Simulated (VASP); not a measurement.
# Ba (Im-3m) in VASP: notebook

The runs below take Ba through relaxation of cell and atoms, with r2SCAN.

Program: VASP 6.6.1. These are calculated values, not measurements. Logs are shortened: lines on timing, memory, paths and dates and some standing lists are left out, and cuts for length are marked.

## 1. The cell of the first run

The structure is cubic, space group Im-3m (No. 229). The conventional cell has a = 5.010 Å, b = 5.010 Å, c = 5.010 Å, α = 90.00°, β = 90.00°, γ = 90.00°. Within 5.7 Å of Ba (site symmetry m-3m) lie 14 Ba at 4.34 to 5.01 Å.

## 2. Relaxation of cell and atoms, r2SCAN, target pressure 20 GPa, at which the enthalpy is minimised

POSCAR

```
Ba
1.0
    2.5050000000      2.5050000000      2.5050000000
   -2.5050000000      2.5050000000      2.5050000000
   -2.5050000000     -2.5050000000      2.5050000000
Ba
1
Direct
    0.0000000000      0.0000000000      0.0000000000
```

INCAR.step1

```
SYSTEM = Ba
PREC     = Accurate       ! precision mode
ENCUT    = 600            ! plane-wave cutoff, eV
ISMEAR   = 0              ! smearing method
SIGMA    = 0.1            ! smearing width, eV
LREAL    = .FALSE.        ! projectors in reciprocal space
LASPH    = .TRUE.         ! aspherical terms in the spheres
NELM     = 100            ! most SCF steps
GGA      = PE             ! functional
ALGO     = Normal         ! electronic algorithm
EDIFF    = 1E-4           ! SCF threshold, eV
LWAVE    = .TRUE.         ! write WAVECAR
LCHARG   = .FALSE.        ! write CHGCAR
```

INCAR.step2

```
SYSTEM = Ba
PREC     = Accurate       ! precision mode
ENCUT    = 600            ! plane-wave cutoff, eV
EDIFF    = 1E-7           ! SCF threshold, eV
ISMEAR   = 0              ! smearing method
SIGMA    = 0.1            ! smearing width, eV
LREAL    = .FALSE.        ! projectors in reciprocal space
LASPH    = .TRUE.         ! aspherical terms in the spheres
NELM     = 100            ! most SCF steps
ALGO     = Normal         ! electronic algorithm
ISIF     = 3              ! what is computed and relaxed
LWAVE    = .FALSE.        ! write WAVECAR
LCHARG   = .FALSE.        ! write CHGCAR
METAGGA  = R2SCAN         ! meta-GGA
LMIXTAU  = .TRUE.       
IBRION   = 2              ! ionic algorithm
NSW      = 80             ! ionic steps
EDIFFG   = -0.02          ! ionic threshold
PSTRESS  = 200.0        
ISTART   = 1
```

KPOINTS

```
regular mesh
0
G
  6 6 6
  0 0 0
```

Potentials or basis: VASP PAW PBE potentials, release 64 (Ba_sv).

Run with:

```bash
$ cat potpaw_PBE.64/Ba_sv/POTCAR > POTCAR
$ cp INCAR.step1 INCAR
$ mpirun -np 1 vasp_std > vasp.out
$ cp INCAR.step2 INCAR
$ mpirun -np 1 vasp_std > vasp.out
```

OUTCAR:

```text
SYSTEM = Ba
   PREC = Accurate
   ENCUT = 600
   EDIFF = 1E-7
   ISMEAR = 0
   LREAL = .FALSE.
   LASPH = .TRUE.
   NELM = 100
   ISIF = 3
   METAGGA = R2SCAN
   IBRION = 2
   NSW = 80
   EDIFFG = -0.02
   PSTRESS = 200.0
   ISTART = 1

 ion  position               nearest neighbor table
   1  0.000  0.000  0.000-

  LATTYP: Found a body centered cubic cell.
 ALAT       =     5.0100000000

  Lattice vectors:

 A1 = (   2.5050000000,  -2.5050000000,  -2.5050000000)
 A2 = (   2.5050000000,   2.5050000000,   2.5050000000)
 A3 = (  -2.5050000000,  -2.5050000000,   2.5050000000)

Analysis of symmetry for initial positions (statically):
=====================================================================
 Subroutine PRICEL returns:
 Original cell was already a primitive cell.

 Routine SETGRP: Setting up the symmetry group for a
 body centered cubic supercell.

 Subroutine GETGRP returns: Found 48 space group operations
 (whereof 48 operations were pure point group operations)
 out of a pool of 48 trial point group operations.

The static configuration has the point symmetry O_h .

Analysis of symmetry for dynamics (positions and initial velocities):
=====================================================================
 Subroutine PRICEL returns:
 Original cell was already a primitive cell.

 Routine SETGRP: Setting up the symmetry group for a
 body centered cubic supercell.

 Subroutine GETGRP returns: Found 48 space group operations
 (whereof 48 operations were pure point group operations)
 out of a pool of 48 trial point group operations.

The dynamic configuration has the point symmetry O_h .

 Subroutine INISYM returns: Found 48 space group operations
 (whereof 48 operations are pure point group operations),
 and found     1 'primitive' translations

----------------------------------------------------------------------------------------

                                     Primitive cell

  volume of cell :      62.8758

  direct lattice vectors                    reciprocal lattice vectors
     2.505000000  2.505000000  2.505000000     0.199600798  0.000000000  0.199600798
    -2.505000000  2.505000000  2.505000000    -0.199600798  0.199600798  0.000000000
    -2.505000000 -2.505000000  2.505000000     0.000000000 -0.199600798  0.199600798

  length of vectors
     4.338787273  4.338787273  4.338787273     0.282278156  0.282278156  0.282278156

[... 49 lines left out ...]
  0.500000  0.333333  0.333333     12.000000
  0.500000  0.500000  0.500000      1.000000
   k-points           NKPTS =     16   k-points in BZ     NKDIM =     16   number of bands    NBANDS=      9
   number of dos      NEDOS =    301   number of ions     NIONS =      1
   total plane-waves  NPLWV =  46656
   dimension x,y,z NGX =    36 NGY =   36 NGZ =   36
   dimension x,y,z NGXF=    72 NGYF=   72 NGZF=   72
   ions per type =               1
   NGX,Y,Z   is equivalent  to a cutoff of  13.79, 13.79, 13.79 a.u.
   NGXF,Y,Z  is equivalent  to a cutoff of  27.59, 27.59, 27.59 a.u.
 SYSTEM =  Ba
   PREC   = accura    normal or accurate (medium, high low for compatibility)
   ISTART =      1    job   : 0-new  1-cont  2-samecut
   ICHARG =      0    charge: 1-file 2-atom 10-const
   ISPIN  =      1    spin polarized calculation?
   LNONCOLLINEAR =      F non collinear calculations
   LSORBIT =      F    spin-orbit coupling
   LASPH  =      T    aspherical Exc in radial PAW
   ENCUT  =  600.0 eV  44.10 Ry    6.64 a.u.   8.67  8.67  8.67*2*pi/ulx,y,z
   NELM   =    100;   NELMIN=  2; NELMDL=  0     # of ELM steps
   EDIFF  = 0.1E-06   stopping-criterion for ELM
   LREAL  =      F    real-space projection
   EDIFFG = -.2E-01   stopping-criterion for IOM
   NSW    =     80    number of steps for IOM
   IBRION =      2    ionic relax: 0-MD 1-quasi-New 2-CG
   NFREE  =      1    steps in history (QN), initial steepest desc. (CG)
   ISIF   =      3    stress and relaxation
   ISYM   =      2    0-nonsym 1-usesym 2-fastsym
   POTIM  = 0.5000    time-step for ionic-motion
   TEBEG  =    0.0;   TEEND  =   0.0 temperature during run
   PSTRESS=  200.0 pullay stress
   NELECT =      10.0000    total number of electrons
   NUPDOWN=      -1.0000    fix difference up-down
   EMIN   =  10.00;   EMAX   =-10.00  energy-range for DOS
   EFERMI =   0.00;   METHOD = LEGACY
   ISMEAR =     0;   SIGMA  =   0.10  broadening in eV -4-tet -1-fermi 0-gaus
   EFERMI_NEDOS =   21; number of points for ismear=-14 and -15
   IALGO  =     38    algorithm
   IMIX   =      4    mixing-type and parameters
     AMIX     =   0.40;   BMIX     =  1.00
     AMIX_MAG =   1.60;   BMIX_MAG =  1.00
  volume/ion in A,a.u.               =      62.88       424.31
  Fermi-wavevector in a.u.,A,eV,Ry     =   0.886980  1.676149 10.704157  0.786733
  Thomas-Fermi vector in A             =   2.008218
   LORBIT       =      0    0 simple, 1 ext, 2 COOP (PROOUT), +10 PAW based schemes
   METAGGA = R2SCAN    functional components
   LHFCALC =     F    Hartree Fock is set to
   AEXX    =    0.0000 exact exchange contribution
   IVDW    =     0    specifies the selected vdW correction
   LEPSILON=     F    determine dielectric tensor
   LRPA    =     F    only Hartree local field effects (RPA)
 conjugate gradient relaxation of ions
 non-spin polarized calculation
 Gauss-broadening in eV      SIGMA  =   0.10
  energy-cutoff  :      600.00
  volume of cell :       62.88
 maximum number of plane-waves:      2123
 NGX is ok and might be reduce to    36
   NGX = 17   NGY = 17   NGZ = 17

--------------------------------------- Ionic step        1  -------------------------------------------

 number of electron      10.0000001 magnetization

 Free energy of the ion-electron system (eV)
  ---------------------------------------------------
  ext. energy  EPLUGINS =         0.00000000
  ---------------------------------------------------
  free energy    TOTEN  =       -26.43088087 eV

  energy without entropy =      -26.42475947  energy(sigma->0) =      -26.42782017

 E-fermi :   1.7720     XC(G=0):  -7.8356

 val. band max:        1.7350668340   @ k =   0.3333   0.3333   0.3333
 cond. band min:       1.8408700280   @ k =   0.1667  -0.3333   0.1667
 fundamental gap:      0.1058031940
 Fermi energy:         1.7719551778
[... 495 lines left out ...]
  energy  without entropy=      -25.4389030028  energy(sigma->0) =      -25.43961455

  enthalpy is  TOTEN    =       -21.4170014625 eV   P V=        4.0233246388

[... ionic steps 4 to 7 ...]

--------------------------------------- Ionic step        8  -------------------------------------------

 number of electron      10.0000000 magnetization

------------------------ aborting loop because EDIFF is reached ----------------------------------------
[... 69 lines left out ...]
--------------------------------------- Ionic step       10  -------------------------------------------

 number of electron      10.0000000 magnetization

 Free energy of the ion-electron system (eV)
  ---------------------------------------------------
  ext. energy  EPLUGINS =         0.00000000
  ---------------------------------------------------
  free energy    TOTEN  =       -25.09277247 eV

  energy without entropy =      -25.09128589  energy(sigma->0) =      -25.09202918

 E-fermi :   5.8378     XC(G=0): -11.0417

 val. band max:        5.6153313292   @ k =   0.5000   0.0000   0.0000
 cond. band min:       5.9595259575   @ k =   0.5000   0.3333   0.1667
 fundamental gap:      0.3441946283
 Fermi energy:         5.8377809605
[... 222 lines left out ...]
  energy  without entropy=      -25.0912858871  energy(sigma->0) =      -25.09202918

  enthalpy is  TOTEN    =       -21.4630104354 eV   P V=        3.6297620343

 reached required accuracy - stopping structural energy minimisation
```

OUTCAR.step1:

```text
SYSTEM = Ba
   PREC = Accurate
   ENCUT = 600
   ISMEAR = 0
   LREAL = .FALSE.
   LASPH = .TRUE.
   NELM = 100
[... 398 lines left out ...]
 -----------------------------------------------------------------------------------
      0.00000      0.00000      0.00000        -0.000000     -0.000000      0.000000
 -----------------------------------------------------------------------------------
    total drift:                                0.000000      0.000000      0.000000

  FREE ENERGIE OF THE ION-ELECTRON SYSTEM (eV)
  ---------------------------------------------------
  free  energy   TOTEN  =        -1.9034335476 eV

  energy  without entropy=       -1.8948206090  energy(sigma->0) =       -1.89912708
```

Run time: 3.5 min. Hardware: 1 thread of Intel Xeon 6975P-C (Granite Rapids), shared host; peak memory 0.25 GiB.

Results:

- Free energy: -25.0928 eV
- Relaxed volume: 29.08 Å³/atom
- Relaxed cell: a = 3.355 Å, b = 3.355 Å, c = 3.355 Å, α = 70.53°, β = 109.47°, γ = 70.53°
- Space group after relaxing (to 0.1 Å): Im-3m (No. 229)
- Energy change on relaxing (the run minimises the enthalpy): +1338.1 meV/atom
- Ionic steps: 10
- Pressure after relaxing: 20.0 GPa
- Band gap on the k mesh: zero (bands 5 and 6 overlap by 3.89 eV)

Step by step:
| step | energy change (eV) | largest force (eV/Å) | pressure (GPa) | volume (Å³) |
| --- | --- | --- | --- | --- |
| 1 | 0.0000 | 0.0000 | 0.46 | 62.88 |
| 2 | 7.0363 | 0.0000 | 204.96 | 15.73 |
| 3 | 0.9906 | 0.0000 | 15.96 | 32.23 |
| 4 | 1.0813 | 0.0000 | 17.23 | 31.36 |
| 5 | 1.2627 | 0.0000 | 18.52 | 29.71 |
| 6 | 2.7657 | 0.0000 | 52.62 | 21.98 |
| 7 | 1.3226 | 0.0000 | 19.68 | 29.20 |
| 8 | 1.3870 | 0.0000 | 20.97 | 28.70 |
| 9 | 1.3027 | 0.0000 | 19.29 | 29.37 |
| 10 | 1.3381 | 0.0000 | 19.99 | 29.08 |

Final structure:
```
Ba
1.0
     1.93716    1.93716    1.93716
    -1.93716    1.93716    1.93716
    -1.93716   -1.93716    1.93716
Ba
1
Direct
  0.00000 0.00000 0.00000
```

Levels at points of the mesh, in eV from the Fermi level:
| k point | band 2 | band 3 | band 4 | band 5 | band 6 | band 7 | band 8 | band 9 |
| --- | --- | --- | --- | --- | --- | --- | --- | --- |
| (0.00, 0.00, 0.00) | -12.84 | -12.84 | -12.84 | -1.91 | 2.39 | 2.39 | 2.39 | 5.05 |
| (0.50, 0.00, 0.00) | -16.61 | -13.96 | -12.98 | -2.10 | -0.22 | 5.98 | 6.14 | 6.91 |
| (0.50, 0.50, 0.50) | -15.26 | -15.26 | -15.26 | -3.10 | -3.10 | 9.39 | 9.39 | 9.39 |

Caveat: the cell is relaxed towards a set pressure, so the run minimises the enthalpy, not the energy; the volume moved by over 15 % at a fixed basis, so the end points are rough; the PAW data sets were made with another functional, which shifts forces and pressure a little; spin-orbit coupling is left out, which moves the levels of the heavy elements.

## 3. Relaxation of cell and atoms, r2SCAN, target pressure 30 GPa, at which the enthalpy is minimised

POSCAR is that of step 2.

INCAR.step1

```
ALGO = Normal
EDIFF = 1E-4
ENCUT = 600
GGA = PE
ISMEAR = 0
LASPH = True
LCHARG = False
LREAL = False
LWAVE = True
NELM = 80
PREC = Accurate
SIGMA = 0.1
```

INCAR.step2

```
ALGO = Normal
EDIFF = 1E-6
EDIFFG = -0.02
ENCUT = 600
IBRION = 2
ISIF = 3
ISMEAR = 0
ISTART = 1
LASPH = True
LCHARG = False
LMIXTAU = True
LREAL = False
LWAVE = False
METAGGA = R2SCAN
NELM = 80
NSW = 80
PREC = Accurate
PSTRESS = 300.0
SIGMA = 0.1
```

KPOINTS

```
k-points
0
Gamma
  6 6 6
```

Potentials or basis: VASP PAW PBE potentials, release 64 (Ba_sv).

Run with:

```bash
$ cat potpaw_PBE.64/Ba_sv/POTCAR > POTCAR
$ cp INCAR.step1 INCAR
$ mpirun -np 1 vasp_std > vasp.out
$ cp INCAR.step2 INCAR
$ mpirun -np 1 vasp_std > vasp.out
```

Run time: 4.7 min. Hardware: 1 thread of Intel Xeon 6975P-C (Granite Rapids), shared host; peak memory 0.33 GiB.

The run converged. Its results:

| Property | Result |
| --- | --- |
| Free energy | -24.6159 eV |
| Relaxed volume | 25.97 Å³/atom |
| Relaxed cell | a = 3.231 Å, b = 3.231 Å, c = 3.231 Å, α = 70.53°, β = 109.47°, γ = 70.53° |
| Space group after relaxing (to 0.1 Å) | Im-3m (No. 229) |
| Energy change on relaxing (the run minimises the enthalpy) | +1815.0 meV/atom |
| Ionic steps | 10 |
| Pressure after relaxing | 30.0 GPa |
| Band gap on the k mesh | zero (bands 5 and 6 overlap by 4.78 eV) |

Step by step:
```
step  energy change (eV)  largest force (eV/Å)  pressure (GPa)  volume (Å³)
   1              0.0000                0.0000            0.46        62.88
   2            106.5405                0.0000         7080.55         5.38
   3              0.0262                0.0000            1.34        58.08
   4              0.0700                0.0000            2.27        54.16
   5              1.6712                0.0000           26.88        26.78
   6             11.1864                0.0000          374.89        13.35
   7              1.7625                0.0000           28.86        26.26
   8              1.8612                0.0000           30.78        25.73
   9              1.7826                0.0000           29.30        26.15
  10              1.8150                0.0000           29.98        25.97
```

Final structure:
```cif
data_structure
_symmetry_space_group_name_H-M 'P 1'
_symmetry_Int_Tables_number 1
_cell_length_a 3.2312
_cell_length_b 3.2312
_cell_length_c 3.2312
_cell_angle_alpha 70.529
_cell_angle_beta 109.471
_cell_angle_gamma 70.529
_cell_volume 25.97
loop_
_atom_site_label
_atom_site_type_symbol
_atom_site_fract_x
_atom_site_fract_y
_atom_site_fract_z
_atom_site_occupancy
Ba1 Ba 0.00000 0.00000 0.00000 1
```

Levels at points of the mesh, in eV from the Fermi level:
| k point | band 3 | band 4 | band 5 | band 6 | band 7 | band 8 |
| --- | --- | --- | --- | --- | --- | --- |
| (0.00, 0.00, 0.00) | -12.41 | -12.41 | -1.18 | 2.44 | 2.44 | 2.44 |
| (0.50, 0.00, 0.00) | -13.85 | -12.61 | -2.25 | -0.46 | 6.59 | 7.47 |
| (0.50, 0.50, 0.50) | -15.51 | -15.51 | -3.58 | -3.58 | 10.39 | 10.39 |

Caveat: the cell is relaxed towards a set pressure, so the run minimises the enthalpy, not the energy; the volume moved by over 15 % at a fixed basis, so the end points are rough; the PAW data sets were made with another functional, which shifts forces and pressure a little; spin-orbit coupling is left out, which moves the levels of the heavy elements.
